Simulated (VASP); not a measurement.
## ScAl3: single point with PBE

ScAl3:

```
Sc Al
1.0
     4.26954    0.00000    0.00000
     0.00000    4.26954    0.00000
     0.00000    0.00000    4.03152
Sc Al
1 3
Direct
  0.00000 0.00000 0.00000
  0.50000 0.00000 0.50000
  0.00000 0.50000 0.50000
  0.50000 0.50000 0.00000
```

This cell differs from its parent crystal: biaxial strain in the a-b plane: +4.0 %, then relaxed in part.

* Program: VASP 6.6.1
* Task: single point
* Functional: PBE
* Potentials or basis: VASP PAW PBE potentials, release 64 (Sc_sv, Al)
* Cutoff: 520 eV
* k mesh: 12 × 12 × 12
* Occupations: gaussian, width 0.1 eV
* Spin: no spin polarisation

* Pressure: -4.3 GPa
* Band gap on the k mesh: zero (bands 10 and 11 overlap by 3.39 eV)

Stress tensor (GPa, compression positive):
```
-6.51  0.00  0.00
 0.00 -6.51  0.00
 0.00  0.00  0.03
```

Levels at points of the mesh, in eV from the Fermi level:
```
           k point  band 7  band 8  band 9  band 10  band 11  band 12  band 13  band 14
(0.00, 0.00, 0.00)   -2.28   -2.01   -2.01    -1.24     1.14     1.27     1.33     1.33
(0.50, 0.00, 0.00)   -1.82   -1.29   -1.23     0.33     0.66     1.36     1.57     1.67
(0.50, 0.50, 0.00)   -5.68   -4.19   -0.23    -0.23     1.55     1.72     1.78     2.10
(0.00, 0.00, 0.50)   -1.72   -1.72   -1.45     0.26     0.75     0.75     1.29     1.52
(0.50, 0.00, 0.50)   -5.36   -4.17   -0.68    -0.52     1.04     1.06     1.88     2.53
(0.50, 0.50, 0.50)   -4.64   -4.20   -2.94    -2.94    -2.72     0.77     2.27     2.61
```

Wall time 9.1 min on 1 thread of AMD EPYC 7R13, with other jobs on the host, peak memory 0.33 GiB.

Caveat: the cell differs from its parent crystal (biaxial strain in the a-b plane: +4.0 %, then relaxed in part); the stress differs along the axes, from -7 to 0 GPa.
